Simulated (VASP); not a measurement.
# TiB2 (P6/mmm) in VASP: a series of runs

Runs on TiB2. Level: LDA. Tasks: single point, relaxation of cell and atoms.

Everything below comes from runs of VASP 6.6.1. Logs are shortened: lines on timing, memory, paths and dates and some standing lists are left out, and cuts for length are marked.

### 1 The cell of the first run

The structure is hexagonal, space group P6/mmm (No. 191). The conventional cell has a = 3.002 Å, b = 3.002 Å, c = 3.176 Å, α = 90.00°, β = 90.00°, γ = 120.00°. Ti (site symmetry 6/mmm) has 12 B at 2.35 Å and 6 Ti at 3.00 Å within 3.1 Å. B (site symmetry -6m2) has 3 B at 1.73 Å within 2.3 Å.

### 2 Single point, LDA

Contents of INCAR:

```
SYSTEM = TiB2
ALGO = Normal ; EDIFF = 1E-6
ENCUT = 500 ; GGA = CA
GGA_COMPAT = .FALSE. ; ISIF = 2
ISMEAR = 1 ; LASPH = .TRUE.
LCHARG = .TRUE. ; LELF = .TRUE.
LREAL = .FALSE. ; LVHAR = .TRUE.
LWAVE = .FALSE. ; NBANDS = 16
NELM = 120 ; PREC = Accurate
SIGMA = 0.05
```

Contents of KPOINTS:

```
k-points
0
G
  10 10 8
  0 0 0
```

Contents of POSCAR:

```
TiB2
1.0
    3.0017017910      0.0000000000      0.0000000000
   -1.5008508955      2.5995500056      0.0000000000
    0.0000000000      0.0000000000      3.1763512488
Ti B
1 2
Direct
    0.0000000000      0.0000000000      0.0000000000
    0.3333333333      0.6666666667      0.5000000000
    0.6666666667      0.3333333333      0.5000000000
```

Potentials or basis: VASP PAW LDA potentials, release 64 (Ti_sv, B).

Launch:

```bash
cat potpaw_LDA.64/Ti_sv/POTCAR potpaw_LDA.64/B/POTCAR > POTCAR
mpirun -np 1 vasp_std > vasp.out
```

OUTCAR:

```text
SYSTEM = TiB2
   EDIFF = 1E-6
   ENCUT = 500
   GGA = CA
   ISIF = 2
   ISMEAR = 1
   LASPH = .TRUE.
   LREAL = .FALSE.
   NELM = 120
   PREC = Accurate

 ion  position               nearest neighbor table
   1  0.000  0.000  0.000-   2 2.35   3 2.35   2 2.35   3 2.35   3 2.35   3 2.35   2 2.35   2 2.35
                             3 2.35   3 2.35   2 2.35   2 2.35
   2  0.333  0.667  0.500-   3 1.73   3 1.73   3 1.73   1 2.35   1 2.35   1 2.35   1 2.35   1 2.35
                             1 2.35
   3  0.667  0.333  0.500-   2 1.73   2 1.73   2 1.73   1 2.35   1 2.35   1 2.35   1 2.35   1 2.35
                             1 2.35

  LATTYP: Found a hexagonal cell.
 ALAT       =     3.0017017910
 C/A-ratio  =     1.0581834806

  Lattice vectors:

 A1 = (   3.0017017910,   0.0000000000,   0.0000000000)
 A2 = (  -1.5008508955,   2.5995500056,   0.0000000000)
 A3 = (   0.0000000000,   0.0000000000,   3.1763512488)

Analysis of symmetry for initial positions (statically):
=====================================================================
 Subroutine PRICEL returns:
 Original cell was already a primitive cell.

 Routine SETGRP: Setting up the symmetry group for a
 hexagonal supercell.

 Subroutine GETGRP returns: Found 24 space group operations
 (whereof 24 operations were pure point group operations)
 out of a pool of 24 trial point group operations.

The static configuration has the point symmetry D_6h.

Analysis of symmetry for dynamics (positions and initial velocities):
=====================================================================
 Subroutine PRICEL returns:
 Original cell was already a primitive cell.

 Routine SETGRP: Setting up the symmetry group for a
 hexagonal supercell.

 Subroutine GETGRP returns: Found 24 space group operations
 (whereof 24 operations were pure point group operations)
 out of a pool of 24 trial point group operations.

The dynamic configuration has the point symmetry D_6h.

 Subroutine INISYM returns: Found 24 space group operations
 (whereof 24 operations are pure point group operations),
 and found     1 'primitive' translations

----------------------------------------------------------------------------------------

                                     Primitive cell

  volume of cell :      24.7853

  direct lattice vectors                    reciprocal lattice vectors
     3.001701791  0.000000000  0.000000000     0.333144353  0.192340982  0.000000000
    -1.500850895  2.599550006  0.000000000     0.000000000  0.384681963  0.000000000
     0.000000000  0.000000000  3.176351249     0.000000000  0.000000000  0.314826643

  length of vectors
     3.001701791  3.001701791  3.176351249     0.384681963  0.384681963  0.314826643

[... 82 lines left out ...]
   EDIFF  = 0.1E-05   stopping-criterion for ELM
   LREAL  =      F    real-space projection
   EDIFFG = 0.1E-04   stopping-criterion for IOM
   NSW    =      0    number of steps for IOM
   IBRION =     -1    ionic relax: 0-MD 1-quasi-New 2-CG
   NFREE  =      0    steps in history (QN), initial steepest desc. (CG)
   ISIF   =      2    stress and relaxation
   ISYM   =      2    0-nonsym 1-usesym 2-fastsym
   POTIM  = 0.5000    time-step for ionic-motion
   TEBEG  =    0.0;   TEEND  =   0.0 temperature during run
   PSTRESS=    0.0 pullay stress
   NELECT =      18.0000    total number of electrons
   NUPDOWN=      -1.0000    fix difference up-down
   EMIN   =  10.00;   EMAX   =-10.00  energy-range for DOS
   EFERMI =   0.00;   METHOD = LEGACY
   ISMEAR =     1;   SIGMA  =   0.05  broadening in eV -4-tet -1-fermi 0-gaus
   EFERMI_NEDOS =   21; number of points for ismear=-14 and -15
   IALGO  =     38    algorithm
   IMIX   =      4    mixing-type and parameters
     AMIX     =   0.40;   BMIX     =  1.00
     AMIX_MAG =   1.60;   BMIX_MAG =  1.00
  volume/ion in A,a.u.               =       8.26        55.75
  Fermi-wavevector in a.u.,A,eV,Ry     =   1.471525  2.780779 29.461855  2.165385
  Thomas-Fermi vector in A             =   2.586650
   LORBIT       =      0    0 simple, 1 ext, 2 COOP (PROOUT), +10 PAW based schemes
   GGA     = CA    functional components
   LHFCALC =     F    Hartree Fock is set to
   AEXX    =    0.0000 exact exchange contribution
   IVDW    =     0    specifies the selected vdW correction
   LEPSILON=     F    determine dielectric tensor
   LRPA    =     F    only Hartree local field effects (RPA)
 non-spin polarized calculation
 Methfessel and Paxton  Order N= 1 SIGMA  =   0.05
  energy-cutoff  :      500.00
  volume of cell :       24.79
 maximum number of plane-waves:       660
 NGX is ok and might be reduce to    24
   NGX = 11   NGY = 11   NGZ = 11

 number of electron      17.9999998 magnetization

 Free energy of the ion-electron system (eV)
  ---------------------------------------------------
  ext. energy  EPLUGINS =         0.00000000
  ---------------------------------------------------
  free energy    TOTEN  =       -26.90929700 eV

  energy without entropy =      -26.90887282  energy(sigma->0) =      -26.90915561

 E-fermi :  10.2306     XC(G=0): -13.1199

 val. band max:       10.2083121778   @ k =   0.2000   0.2000   0.1250
 cond. band min:      10.2311503028   @ k =   0.1000   0.0000   0.3750
 fundamental gap:      0.0228381250
 Fermi energy:        10.2306438097

 k-point     1 :       0.0000    0.0000    0.0000
  band No.  band energies     occupation
      1     -45.8427      2.00000
      2     -22.5773      2.00000
      3     -22.2558      2.00000
      4     -22.2558      2.00000
      5      -3.1582      2.00000
      6       7.5982      2.00000
[... 433 lines left out ...]
      3     -22.5289      2.00000
      4     -22.3843      2.00000
      5       0.5417      2.00000
      6       1.9559      2.00000
[... 8 lines left out ...]
     15      19.3763      0.00000
     16      20.1896      0.00000

 [... further k-points ...]
[... 5 lines left out ...]
  --------------------------------------------------------------------------------------
  -------------------------------------------------------------------------------------
  Total       -0.3579493     -0.3579493     -0.2782337      0.0000000      0.0000000     -0.0000000
  in kB      -23.1386391    -23.1386391    -17.9856504      0.0000000      0.0000000     -0.0000000
  external PRESSURE =     -21.4209762 kB  Pullay stress =       0.0000000 kB

 VOLUME and BASIS-vectors are now :
 -----------------------------------------------------------------------------
  energy-cutoff  :      500.00
  volume of cell :       24.79
      direct lattice vectors                 reciprocal lattice vectors
     3.001701791  0.000000000  0.000000000     0.333144353  0.192340982  0.000000000
    -1.500850895  2.599550006  0.000000000     0.000000000  0.384681963  0.000000000
     0.000000000  0.000000000  3.176351249     0.000000000  0.000000000  0.314826643

 POSITION                                       TOTAL-FORCE (eV/Angst)
 -----------------------------------------------------------------------------------
      0.00000      0.00000      0.00000        -0.000000      0.000000      0.000000
     -0.00000      1.73303      1.58818        -0.000000      0.000000      0.000000
      1.50085      0.86652      1.58818         0.000000     -0.000000     -0.000000
 -----------------------------------------------------------------------------------
    total drift:                               -0.000000      0.000000      0.000000

  FREE ENERGIE OF THE ION-ELECTRON SYSTEM (eV)
  ---------------------------------------------------
  free  energy   TOTEN  =       -26.9092970020 eV

  energy  without entropy=      -26.9088728202  energy(sigma->0) =      -26.90915561
```

OSZICAR:

```text
N       E                     dE             d eps       ncg     rms          rms(c)
DAV:   1     0.118604836913E+03    0.11860E+03   -0.88749E+03  2248   0.125E+03
DAV:   2    -0.254979964140E+02   -0.14410E+03   -0.13906E+03  2496   0.338E+02
DAV:   3    -0.320413941334E+02   -0.65434E+01   -0.64941E+01  3176   0.717E+01
DAV:   4    -0.322078660433E+02   -0.16647E+00   -0.16641E+00  2840   0.990E+00
DAV:   5    -0.322121513011E+02   -0.42853E-02   -0.42852E-02  3144   0.126E+00    0.171E+01
DAV:   6    -0.269386227184E+02    0.52735E+01   -0.20955E+01  3200   0.497E+01    0.378E+00
DAV:   7    -0.269131989591E+02    0.25424E-01   -0.11292E+00  2408   0.124E+01    0.349E+00
DAV:   8    -0.269111290220E+02    0.20699E-02   -0.85288E-02  3656   0.241E+00    0.892E-01
DAV:   9    -0.269100575544E+02    0.10715E-02   -0.37835E-02  2800   0.258E+00    0.306E-01
DAV:  10    -0.269092904830E+02    0.76707E-03   -0.33225E-03  3008   0.701E-01    0.563E-02
DAV:  11    -0.269093200522E+02   -0.29569E-04   -0.62247E-04  2920   0.275E-01    0.786E-02
DAV:  12    -0.269092976071E+02    0.22445E-04   -0.11750E-04  2664   0.141E-01    0.164E-02
DAV:  13    -0.269092963437E+02    0.12634E-05   -0.59380E-06  2864   0.207E-02    0.658E-03
DAV:  14    -0.269092970020E+02   -0.65827E-06   -0.12204E-06  2152   0.865E-03
   1 F= -.26909297E+02 E0= -.26909156E+02  d E =-.424182E-03
```

stdout:

```text
POSCAR found type information on POSCAR TiB
 POSCAR found :  2 types and       3 ions
 scaLAPACK will be used
 LDA part: xc-table for (Slater(with rela. corr.)+CA(PZ))
 , standard interpolation
 POSCAR, INCAR and KPOINTS ok, starting setup
 FFT: planning ... GRIDC
 FFT: planning ... GRID_SOFT
 FFT: planning ... GRID
 WAVECAR not read
 entering main loop
```

Wall time 9.3 s (1 thread of Intel Xeon 6975P-C (Granite Rapids), shared host); peak memory 0.13 GiB.

Results:

| Item | Value |
| --- | --- |
| Free energy | -26.9093 eV |
| Pressure | -2.1 GPa |
| Band gap on the k mesh | zero (band 9 reaches 10.77 eV, above the bottom of band 10 at 10.08 eV) |

### 3 Relaxation of cell and atoms, LDA

This run uses another cell than the first one, of 8.32 Å³/atom, 1.007 times its volume.

Contents of INCAR:

```
  PREC = Accurate
  ENCUT = 500
  EDIFF = 1E-7
  ISMEAR = 1
  SIGMA = 0.05
  LREAL = F
  LASPH = T
  NELM = 120
  ALGO = Normal
  ISIF = 3
  LWAVE = F
  LCHARG = F
  IBRION = 2
  NSW = 60
  EDIFFG = -0.01
  GGA_COMPAT = F
  NELMIN = 4
```

Contents of KPOINTS:

```
Automatic mesh
0
Gamma
  10 10 8
```

Contents of POSCAR:

```
TiB2
1.0
    2.9700000000      0.0000000000      0.0000000000
   -1.4850000000      2.5720954492      0.0000000000
    0.0000000000      0.0000000000      3.2670000000
Ti B
1 2
Direct
    0.0000000000      0.0000000000      0.0000000000
    0.3333333333      0.6666666667      0.5000000000
    0.6666666667      0.3333333333      0.5000000000
```

Potentials or basis: VASP PAW LDA potentials, release 64 (Ti_sv, B).

Launch:

```bash
cat potpaw_LDA.64/Ti_sv/POTCAR potpaw_LDA.64/B/POTCAR > POTCAR
mpirun -np 1 vasp_std > vasp.out
```

OUTCAR:

```text
PREC = Accurate
   ENCUT = 500
   EDIFF = 1E-7
   ISMEAR = 1
   LREAL = F
   LASPH = T
   NELM = 120
   ISIF = 3
   IBRION = 2
   NSW = 60
   EDIFFG = -0.01
   NELMIN = 4

 ion  position               nearest neighbor table
   1  0.000  0.000  0.000-   2 2.37   3 2.37   2 2.37   3 2.37   2 2.37   2 2.37   3 2.37   3 2.37
                             3 2.37   3 2.37   2 2.37   2 2.37
   2  0.333  0.667  0.500-   3 1.71   3 1.71   3 1.71   1 2.37   1 2.37   1 2.37   1 2.37   1 2.37
                             1 2.37
   3  0.667  0.333  0.500-   2 1.71   2 1.71   2 1.71   1 2.37   1 2.37   1 2.37   1 2.37   1 2.37
                             1 2.37

  LATTYP: Found a hexagonal cell.
 ALAT       =     2.9700000000
 C/A-ratio  =     1.1000000000

  Lattice vectors:

 A1 = (   2.9700000000,   0.0000000000,   0.0000000000)
 A2 = (  -1.4850000000,   2.5720954492,   0.0000000000)
 A3 = (   0.0000000000,   0.0000000000,   3.2670000000)

Analysis of symmetry for initial positions (statically):
=====================================================================
 Subroutine PRICEL returns:
 Original cell was already a primitive cell.

 Routine SETGRP: Setting up the symmetry group for a
 hexagonal supercell.

 Subroutine GETGRP returns: Found 24 space group operations
 (whereof 24 operations were pure point group operations)
 out of a pool of 24 trial point group operations.

The static configuration has the point symmetry D_6h.

Analysis of symmetry for dynamics (positions and initial velocities):
[... 310 lines left out ...]

 number of electron      17.9999999 magnetization

 Free energy of the ion-electron system (eV)
  ---------------------------------------------------
  ext. energy  EPLUGINS =         0.00000000
  ---------------------------------------------------
  free energy    TOTEN  =       -26.91069476 eV

  energy without entropy =      -26.91027121  energy(sigma->0) =      -26.91055358

 E-fermi :  10.3189     XC(G=0): -13.1578

 val. band max:       10.2963068331   @ k =   0.2000   0.2000   0.1250
 cond. band min:      10.3200646183   @ k =   0.1000   0.0000   0.3750
 fundamental gap:      0.0237577853
 Fermi energy:        10.3189184480

 k-point     1 :       0.0000    0.0000    0.0000
  band No.  band energies     occupation
      1     -45.7355      2.00000
      2     -22.4721      2.00000
      3     -22.1443      2.00000
      4     -22.1443      2.00000
      5      -3.1110      2.00000
      6       7.6708      2.00000
      7       7.6708      2.00000
      8       8.1990      2.00000
      9       8.2107      2.00000
     10      12.4037      0.00000
     11      12.4037      0.00000
     12      14.2765      0.00000
     13      14.2765      0.00000
[... 354 lines left out ...]
  band No.  band energies     occupation
      1     -45.6647      2.00000
      2     -22.5918      2.00000
      3     -22.4221      2.00000
      4     -22.2764      2.00000
      5       0.6043      2.00000
      6       2.0207      2.00000
      7       5.9514      2.00000
      8       7.2301      2.00000
      9       8.6140      2.00000
     10      11.6316      0.00000
     11      13.0506      0.00000
     12      13.3916      0.00000
     13      15.0556      0.00000

 [... further k-points ...]
[... 5 lines left out ...]
  --------------------------------------------------------------------------------------
  -------------------------------------------------------------------------------------
  Total       -0.0020218     -0.0020218      0.0024609      0.0000000     -0.0000000      0.0000000
  in kB       -0.1317163     -0.1317163      0.1603228      0.0000000     -0.0000000      0.0000000
  external PRESSURE =      -0.0343699 kB  Pullay stress =       0.0000000 kB
[... 18 lines left out ...]
  FREE ENERGIE OF THE ION-ELECTRON SYSTEM (eV)
  ---------------------------------------------------
  free  energy   TOTEN  =       -26.9106947642 eV

  energy  without entropy=      -26.9102712106  energy(sigma->0) =      -26.91055358

 reached required accuracy - stopping structural energy minimisation
```

Wall time 1.7 min (1 thread of Intel Xeon 8259CL, shared host); peak memory 0.15 GiB.

Results:

```yaml
Free_energy: -26.9107 eV
Relaxed_volume: 8.20 Å³/atom
Relaxed_cell: a = 2.994 Å, b = 2.994 Å, c = 3.169 Å, α = 90.00°, β = 90.00°, γ = 120.00°
Space_group_after_relaxing_to_0.05_Å: P6/mmm (No. 191)
Energy_gained_by_relaxing: 11.7 meV/atom
Ionic_steps: 5
Pressure_after_relaxing: 0.0 GPa
Band_gap_on_the_k_mesh: zero (band 9 reaches 10.86 eV, above the bottom of band 10 at 10.17 eV)
```

Step by step:
```tsv
step	energy change (eV)	largest force (eV/Å)	pressure (GPa)	volume (Å³)
1	0.0000	0.0000	-2.45	24.96
2	-0.0346	0.0000	1.14	24.49
3	-0.0348	0.0000	0.85	24.52
4	-0.0348	0.0000	-0.87	24.67
5	-0.0350	0.0000	0.00	24.59
```

Final structure:
```
Ti B
1.0
     2.99370    0.00000    0.00000
    -1.49685    2.59262    0.00000
     0.00000    0.00000    3.16852
Ti B
1 2
Direct
  0.00000 0.00000 0.00000
  0.33333 0.66667 0.50000
  0.66667 0.33333 0.50000
```
